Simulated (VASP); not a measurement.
## B17HN18 (a cell with a defect): single point with PBE

System: B17HN18 (a cell with a defect).

```
B N H
1.0
     7.46503    0.00000    0.00000
    -3.73252    6.46491    0.00000
     0.00000    0.00000    6.49548
B N H
17 18 1
Cartesian
  0.0022 1.4343 1.6245
  1.2472 0.7108 4.8716
  -1.2427 3.5874 1.6243
  0.0250 2.8829 4.8713
  -2.4878 5.7432 1.6241
  -1.2457 5.0260 4.8707
  2.4900 1.4365 1.6237
  3.7283 0.7101 4.8727
  1.2485 3.5872 1.6241
  0.0026 5.7433 1.6246
  1.2569 5.0349 4.8714
  4.9777 1.4344 1.6245
  6.2172 0.7393 4.8709
  3.7313 3.5871 1.6249
  4.9375 2.8900 4.8704
  2.4900 5.7422 1.6242
  3.7222 5.0246 4.8689
  0.0066 1.4405 4.8703
  1.2411 0.7174 1.6251
  -1.2417 3.5921 4.8714
  -0.0029 2.8723 1.6238
  -2.4857 5.7424 4.8698
  -1.2468 5.0275 1.6242
  2.4879 1.3599 4.8749
  3.7301 0.7175 1.6238
  1.2006 3.6497 4.8739
  2.4855 2.8718 1.6241
  0.0035 5.7419 4.8709
  1.2418 5.0281 1.6251
  4.9717 1.4434 4.8721
  6.2182 0.7179 1.6244
  3.7595 3.6420 4.8662
  4.9741 2.8724 1.6251
  2.4922 5.7757 4.8706
  3.7296 5.0280 1.6229
  2.5193 2.3969 4.8735
```

```
Program             : VASP 6.6.1
Task                : single point
Functional          : PBE
Potentials or basis : VASP PAW PBE potentials, release 64 (B, N, H)
Cutoff              : 520 eV
k mesh              : 1 × 1 × 1, shifted
Occupations         : gaussian, width 0.01 eV
Spin                : collinear spin
Fixed moment        : 1 μB
```

```
Largest force                                         : 0.030 eV/Å
Net moment                                            : 1.00 μB per cell
Site moments                                          : B -0.00, +0.00, +0.01, +0.02, -0.01 (each value once); N +0.01, -0.00, +0.05, +0.02, +0.38, +0.03, +0.00, +0.27 (each value once); H +0.00 μB
Valence electrons inside the program's atomic spheres : B 2.21, 2.27, 2.23, 2.28, 2.24, 2.22 (each value once); N 4.05, 4.02, 4.04, 4.08, 3.90, 3.92 (each value once); H 0.70
```

Forces on the atoms (eV/Å):
```
B   -0.002  0.002  0.000
B    0.009  0.010  0.001
B   -0.001  0.001  0.000
B    0.008 -0.011 -0.001
B   -0.002  0.000  0.000
B    0.004  0.011  0.000
B   -0.001  0.004  0.000
B   -0.003  0.005  0.000
B    0.001 -0.001  0.001
B   -0.001  0.001  0.000
B    0.010  0.008  0.000
B   -0.003  0.002  0.000
B   -0.004 -0.001  0.000
B   -0.005  0.000  0.001
B    0.005  0.000  0.002
B   -0.003 -0.001  0.000
B    0.007  0.002  0.000
N   -0.004  0.001  0.001
N    0.003 -0.002 -0.001
N   -0.001 -0.013  0.000
N    0.002  0.000 -0.001
N   -0.007 -0.004  0.000
N    0.002 -0.001 -0.001
N   -0.015  0.026  0.002
N    0.000 -0.003 -0.001
N    0.015 -0.003  0.000
N    0.000 -0.002 -0.001
N    0.005 -0.004  0.000
N    0.000 -0.001 -0.001
N    0.004 -0.006  0.000
N    0.002 -0.001 -0.001
N   -0.028 -0.005 -0.001
N    0.002  0.000 -0.001
N   -0.007 -0.001  0.000
N    0.003 -0.001 -0.001
H    0.007 -0.015  0.000
```

Wall time 3.5 min on 1 thread of Intel Xeon 8259CL, with other jobs on the host, peak memory 0.51 GiB.

Caveat: the cell carries a net charge on a neutralising background, which shifts energy and pressure; the total moment is fixed, so each spin has its own Fermi level and the state may be an excited one.
